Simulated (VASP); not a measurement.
# BN (I4/mmm) in VASP: single point with HSE06

Aim: the single point of BN with HSE06.

Program: VASP 6.6.1. These are calculated values, not measurements. Logs are shortened: lines on timing, memory, paths and dates and some standing lists are left out, and cuts for length are marked.

## 1. The cell of the first run

The structure is tetragonal, space group I4/mmm (No. 139). The conventional cell has a = 2.523 Å, b = 2.523 Å, c = 3.492 Å, α = 90.00°, β = 90.00°, γ = 90.00°. B (site symmetry 4/mmm) has 6 N at 1.75 to 1.78 Å within 2.3 Å. Within 2.3 Å of N (site symmetry 4/mmm) lie 6 B at 1.75 to 1.78 Å.

## 2. Single point, HSE06 (biaxial xy strain +2.2%)

Contents of POSCAR:

```
BN
1.0
    0.0000000000      1.7838849403      1.7458259350
    1.7838849403      0.0000000000      1.7458259350
    1.7838849403      1.7838849403      0.0000000000
B N
1 1
Direct
    0.0000000000      0.0000000000      0.0000000000
    0.5000000000      0.5000000000      0.5000000000
```

Contents of INCAR.step1:

```
SYSTEM = BN
  PREC = Accurate
  ENCUT = 520
  EDIFF = 1E-5
  ISMEAR = 0
  SIGMA = 0.01
  LREAL = .False.
  LASPH = .True.
  NELM = 80
  ALGO = Normal
  ISIF = 2
  LWAVE = .True.
  LCHARG = .False.
  GGA = PE
  NBANDS = 11
```

Contents of INCAR.step2:

```
SYSTEM = BN
  PREC = Accurate
  ENCUT = 520
  EDIFF = 1E-7
  ISMEAR = 0
  SIGMA = 0.01
  LREAL = .False.
  LASPH = .True.
  NELM = 80
  ALGO = Normal
  ISIF = 2
  LWAVE = .False.
  LCHARG = .False.
  GGA = PE
  LHFCALC = .True.
  HFSCREEN = 0.2079
  PRECFOCK = Normal
  ISTART = 1
  NBANDS = 11
```

Contents of KPOINTS:

```
Automatic mesh
0
Gamma
  8 8 8
  0 0 0
```

Potentials or basis: VASP PAW PBE potentials, release 64 (B, N).

On the command line:

```sh
cat potpaw_PBE.64/B/POTCAR potpaw_PBE.64/N/POTCAR > POTCAR
cp INCAR.step1 INCAR
mpirun -np 1 vasp_std > vasp.out
cp INCAR.step2 INCAR
mpirun -np 1 vasp_std > vasp.out
```

OUTCAR:

```text
SYSTEM = BN
   PREC = Accurate
   ENCUT = 520
   EDIFF = 1E-7
   ISMEAR = 0
   LREAL = .False.
   LASPH = .True.
   NELM = 80
   ISIF = 2
   GGA = PE
   LHFCALC = .True.
   HFSCREEN = 0.2079
   PRECFOCK = Normal
   ISTART = 1

 ion  position               nearest neighbor table
   1  0.000  0.000  0.000-   2 1.75   2 1.75   2 1.78   2 1.78   2 1.78   2 1.78
   2  0.500  0.500  0.500-   1 1.75   1 1.75   1 1.78   1 1.78   1 1.78   1 1.78

  LATTYP: Found a body centered tetragonal cell.
 ALAT       =     2.5227942763
 C/A-ratio  =     1.3840414586

  Lattice vectors:

 A1 = (   0.0000000000,  -1.7838849403,  -1.7458259350)
 A2 = (   0.0000000000,   1.7838849403,  -1.7458259350)
 A3 = (   1.7838849403,   0.0000000000,   1.7458259350)

Analysis of symmetry for initial positions (statically):
=====================================================================
 Subroutine PRICEL returns:
 Original cell was already a primitive cell.

 Routine SETGRP: Setting up the symmetry group for a
 body centered tetragonal supercell.

 Subroutine GETGRP returns: Found 16 space group operations
 (whereof 16 operations were pure point group operations)
 out of a pool of 16 trial point group operations.

The static configuration has the point symmetry D_4h.

Analysis of symmetry for dynamics (positions and initial velocities):
=====================================================================
 Subroutine PRICEL returns:
 Original cell was already a primitive cell.

 Routine SETGRP: Setting up the symmetry group for a
 body centered tetragonal supercell.

 Subroutine GETGRP returns: Found 16 space group operations
 (whereof 16 operations were pure point group operations)
 out of a pool of 16 trial point group operations.

The dynamic configuration has the point symmetry D_4h.

 Subroutine INISYM returns: Found 16 space group operations
 (whereof 16 operations are pure point group operations),
 and found     1 'primitive' translations

----------------------------------------------------------------------------------------

                                     Primitive cell

  volume of cell :      11.1113

  direct lattice vectors                    reciprocal lattice vectors
     0.000000000  1.783884940  1.745825935    -0.280287136  0.280287136  0.286397395
     1.783884940  0.000000000  1.745825935     0.280287136 -0.280287136  0.286397395
     1.783884940  1.783884940  0.000000000     0.280287136  0.280287136 -0.286397395

  length of vectors
     2.496027579  2.496027579  2.522794276     0.489024769  0.489024769  0.489024769

  position of ions in fractional coordinates (direct lattice)
     0.000000000  0.000000000  0.000000000
     0.500000000  0.500000000  0.500000000

  ion indices of the primitive-cell ions
   primitive index   ion index
                 1           1
                 2           2

----------------------------------------------------------------------------------------

 KPOINTS: Automatic mesh

Automatic generation of k-mesh.
 Grid dimensions read from file:
 generate k-points for:    8    8    8

 Generating k-lattice:

  Cartesian coordinates                     Fractional coordinates (reciprocal lattice)
    -0.035035892  0.035035892  0.035799674     0.125000000 -0.000000000  0.000000000
     0.035035892 -0.035035892  0.035799674    -0.000000000  0.125000000  0.000000000
     0.035035892  0.035035892 -0.035799674     0.000000000  0.000000000  0.125000000

  Length of vectors
     0.061128096  0.061128096  0.061128096

  Shift w.r.t. Gamma in fractional coordinates (k-lattice)
     0.000000000  0.000000000  0.000000000

 Subroutine IBZKPT returns following result:
 ===========================================

 Found     59 irreducible k-points:

 Following reciprocal coordinates:
            Coordinates               Weight
  0.000000  0.000000  0.000000      1.000000
  0.125000 -0.000000  0.000000      8.000000
  0.250000 -0.000000  0.000000      8.000000
  0.375000 -0.000000  0.000000      8.000000
  0.500000 -0.000000  0.000000      4.000000
  0.125000  0.125000  0.000000      2.000000
[... 16 lines left out ...]
  0.250000 -0.000000  0.125000     16.000000
  0.375000 -0.000000  0.125000     16.000000
 [... further k-points ...]
   k-points           NKPTS =     59   k-points in BZ     NKDIM =    512   number of bands    NBANDS=     11
   number of dos      NEDOS =    301   number of ions     NIONS =      2
   total plane-waves  NPLWV =   8000
   dimension x,y,z NGX =    20 NGY =   20 NGZ =   20
   dimension x,y,z NGXF=    40 NGYF=   40 NGZF=   40
   ions per type =               1   1
   NGX,Y,Z   is equivalent  to a cutoff of  13.32, 13.32, 13.18 a.u.
   NGXF,Y,Z  is equivalent  to a cutoff of  26.64, 26.64, 26.36 a.u.
 SYSTEM =  BN
   PREC   = accura    normal or accurate (medium, high low for compatibility)
   ISTART =      1    job   : 0-new  1-cont  2-samecut
   ICHARG =      0    charge: 1-file 2-atom 10-const
   ISPIN  =      1    spin polarized calculation?
   LNONCOLLINEAR =      F non collinear calculations
   LSORBIT =      F    spin-orbit coupling
   LASPH  =      T    aspherical Exc in radial PAW
   ENCUT  =  520.0 eV  38.22 Ry    6.18 a.u.   4.64  4.64  4.69*2*pi/ulx,y,z
   NELM   =     80;   NELMIN=  2; NELMDL=  0     # of ELM steps
   EDIFF  = 0.1E-06   stopping-criterion for ELM
   LREAL  =      F    real-space projection
   EDIFFG = 0.1E-05   stopping-criterion for IOM
   NSW    =      0    number of steps for IOM
   IBRION =     -1    ionic relax: 0-MD 1-quasi-New 2-CG
   NFREE  =      0    steps in history (QN), initial steepest desc. (CG)
   ISIF   =      2    stress and relaxation
   ISYM   =      3    0-nonsym 1-usesym 2-fastsym
   POTIM  = 0.5000    time-step for ionic-motion
   TEBEG  =    0.0;   TEEND  =   0.0 temperature during run
   PSTRESS=    0.0 pullay stress
   NELECT =       8.0000    total number of electrons
   NUPDOWN=      -1.0000    fix difference up-down
   EMIN   =  10.00;   EMAX   =-10.00  energy-range for DOS
   EFERMI =   0.00;   METHOD = LEGACY
   ISMEAR =     0;   SIGMA  =   0.01  broadening in eV -4-tet -1-fermi 0-gaus
   EFERMI_NEDOS =   21; number of points for ismear=-14 and -15
   IALGO  =     38    algorithm
   IMIX   =      1    mixing-type and parameters
     AMIX     =   0.40;   BMIX     =  1.00
     AMIX_MAG =   1.60;   BMIX_MAG =  1.00
  volume/ion in A,a.u.               =       5.56        37.49
  Fermi-wavevector in a.u.,A,eV,Ry     =   1.467292  2.772780 29.292616  2.152947
  Thomas-Fermi vector in A             =   2.582927
   LORBIT       =      0    0 simple, 1 ext, 2 COOP (PROOUT), +10 PAW based schemes
   GGA     = PE    functional components
   LHFCALC =     T    Hartree Fock is set to
   PRECFOCK=normal    Normal, Fast or Accurate (Low or Medium for compatibility)
   ENCUT4O =  -1.0   cutoff for four orbital integrals eV
   NKREDX  =     1    reduce k-point grid by
   NKREDY  =     1    reduce k-point grid by
   NKREDZ  =     1    reduce k-point grid by
   AEXX    =    0.2500 exact exchange contribution
   HFSCREEN=    0.2079 screening length (either q_TF or 0.3 A-1)
   HFSCREENC=   0.2079 screening length for correlation (either q_TF or 0.3 A-1)
   ENCUTFOCK=  -1.0 apply spherical cutoff to Coloumb kernel
   IVDW    =     0    specifies the selected vdW correction
   LEPSILON=     F    determine dielectric tensor
   LRPA    =     F    only Hartree local field effects (RPA)
 non-spin polarized calculation
 Gauss-broadening in eV      SIGMA  =   0.01
  energy-cutoff  :      520.00
  volume of cell :       11.11
 maximum number of plane-waves:       310
  NGX = 14; NGY = 14; NGZ = 16

 number of electron       7.9999999 magnetization

 Free energy of the ion-electron system (eV)
  ---------------------------------------------------
  ext. energy  EPLUGINS =         0.00000000
  ---------------------------------------------------
  free energy    TOTEN  =       -16.53513405 eV

  energy without entropy =      -16.53513405  energy(sigma->0) =      -16.53513405

 E-fermi :   9.1876     XC(G=0): -11.0328

 val. band max:        9.1150239606   @ k =  -0.2500   0.0000   0.1250
 cond. band min:      10.7320723968   @ k =   0.5000   0.5000   0.0000
 fundamental gap:      1.6170484362
 Fermi energy:         9.1875946823

 k-point     1 :       0.0000    0.0000    0.0000
  band No.  band energies     occupation
      1     -14.8436      2.00000
      2       7.8458      2.00000
      3       8.3894      2.00000
      4       8.3894      2.00000
      5      19.1451      0.00000
      6      22.4520      0.00000
      7      22.4520      0.00000
      8      23.6539      0.00000
      9      28.8862      0.00000
     10      28.8862      0.00000
     11      29.2240      0.00000

 k-point     2 :       0.1250   -0.0000    0.0000
  band No.  band energies     occupation
      1     -14.3847      2.00000
      2       6.2587      2.00000
      3       8.0841      2.00000
      4       8.3423      2.00000
      5      19.5777      0.00000
      6      21.0205      0.00000
      7      21.5399      0.00000
      8      22.8109      0.00000
      9      28.1449      0.00000
     10      30.0307      0.00000
     11      30.1848      0.00000

 k-point     3 :       0.2500   -0.0000    0.0000
  band No.  band energies     occupation
      1     -13.0398      2.00000
      2       2.2473      2.00000
      3       8.1858      2.00000
      4       8.3024      2.00000
      5      18.3943      0.00000
      6      18.5650      0.00000
      7      19.2925      0.00000
      8      23.2940      0.00000
      9      28.8490      0.00000
     10      33.1476      0.00000
     11      33.1489      0.00000

 k-point     4 :       0.3750   -0.0000    0.0000
  band No.  band energies     occupation
      1     -10.9942      2.00000
      2      -1.8941      2.00000
      3       8.3823      2.00000
      4       8.4486      2.00000
      5      16.2673      0.00000
      6      16.5619      0.00000
      7      17.9894      0.00000
      8      24.0350      0.00000
      9      31.2811      0.00000
     10      37.6389      0.00000
     11      37.7839      0.00000

 k-point     5 :       0.5000   -0.0000    0.0000
  band No.  band energies     occupation
      1      -9.4759      2.00000
      2      -4.1748      2.00000
      3       8.4619      2.00000
      4       8.6197      2.00000
      5      15.4475      0.00000
      6      15.6918      0.00000
      7      17.5752      0.00000
      8      24.2610      0.00000
      9      33.2761      0.00000
     10      38.7441      0.00000
     11      42.3675      0.00000
[... 211 lines left out ...]
 k-point    21 :       0.5000    0.5000    0.0000
  band No.  band energies     occupation
      1      -6.3761      2.00000
      2      -3.2164      2.00000
      3       3.1452      2.00000
      4       3.1452      2.00000
      5      10.7321      0.00000
      6      18.9882      0.00000
      7      25.3429      0.00000
      8      25.3429      0.00000
      9      27.6269      0.00000
     10      42.8818      0.00000
     11      45.8712      0.00000

 k-point    22 :       0.1250    0.0000    0.1250
  band No.  band energies     occupation
      1     -14.2376      2.00000
      2       6.9140      2.00000
      3       7.4739      2.00000
      4       7.5739      2.00000
      5      18.7574      0.00000
      6      20.3172      0.00000
      7      22.5126      0.00000
      8      23.7028      0.00000
      9      25.7790      0.00000
     10      31.5956      0.00000
     11      31.9128      0.00000

 k-point    23 :       0.2500   -0.0000    0.1250
  band No.  band energies     occupation
      1     -13.1882      2.00000
      2       3.8885      2.00000
      3       6.6106      2.00000
      4       7.8598      2.00000
      5      16.3276      0.00000
      6      20.5545      0.00000
      7      21.9230      0.00000
      8      23.4180      0.00000
      9      25.6744      0.00000
     10      34.0494      0.00000
     11      34.8991      0.00000

 k-point    24 :       0.3750   -0.0000    0.1250
  band No.  band energies     occupation
      1     -11.3433      2.00000
      2      -0.2553      2.00000
      3       6.6045      2.00000
      4       7.3320      2.00000
      5      15.0621      0.00000
      6      19.3164      0.00000
      7      20.0510      0.00000
      8      24.3910      0.00000
      9      27.9737      0.00000
     10      36.9266      0.00000
     11      39.2679      0.00000

 [... further k-points ...]
[... 5 lines left out ...]
  --------------------------------------------------------------------------------------
  -------------------------------------------------------------------------------------
  Total       -1.7024545     -1.7024545     -1.5024322      0.0000000     -0.0000000     -0.0000000
  in kB     -245.4830350   -245.4830350   -216.6410980      0.0000000     -0.0000000     -0.0000000
  external PRESSURE =    -235.8690560 kB  Pullay stress =       0.0000000 kB

 VOLUME and BASIS-vectors are now :
 -----------------------------------------------------------------------------
  energy-cutoff  :      520.00
  volume of cell :       11.11
      direct lattice vectors                 reciprocal lattice vectors
     0.000000000  1.783884940  1.745825935    -0.280287136  0.280287136  0.286397395
     1.783884940  0.000000000  1.745825935     0.280287136 -0.280287136  0.286397395
     1.783884940  1.783884940  0.000000000     0.280287136  0.280287136 -0.286397395

 POSITION                                       TOTAL-FORCE (eV/Angst)
 -----------------------------------------------------------------------------------
      0.00000      0.00000      0.00000         0.000000      0.000000     -0.000000
      1.78388      1.78388      1.74583         0.000000      0.000000      0.000000
 -----------------------------------------------------------------------------------
    total drift:                               -0.000000      0.000000      0.000002

  FREE ENERGIE OF THE ION-ELECTRON SYSTEM (eV)
  ---------------------------------------------------
  free  energy   TOTEN  =       -16.5351340452 eV

  energy  without entropy=      -16.5351340452  energy(sigma->0) =      -16.53513405
```

Wall time 53 min (1 thread of Intel Xeon 8259CL, shared host); peak memory 0.23 GiB.

Results:

- Free energy: -16.5351 eV
- Pressure: -23.6 GPa
- Band gap on the k mesh: 1.62 eV (least direct gap 6.83 eV)

Levels at points of the mesh, in eV from the valence-band top:
```tsv
k point	band 2	band 3	band 4	band 5	band 6	band 7
(0.00, 0.00, 0.00)	-1.27	-0.73	-0.73	10.03	13.34	13.34
(0.50, 0.00, 0.00)	-13.29	-0.65	-0.50	6.33	6.58	8.46
(0.50, 0.50, 0.00)	-12.33	-5.97	-5.97	1.62	9.87	16.23
(0.50, 0.00, 0.50)	-12.38	-6.05	-5.47	2.12	10.20	15.91
```

Caveat: the cell differs from its parent crystal (biaxial xy strain +2.2%); the cell stands under tension; the structure was generated, so it needn't be the stable form of BN; the PAW data sets were made with another functional, which shifts forces and pressure a little. A k mesh can miss the band edges.
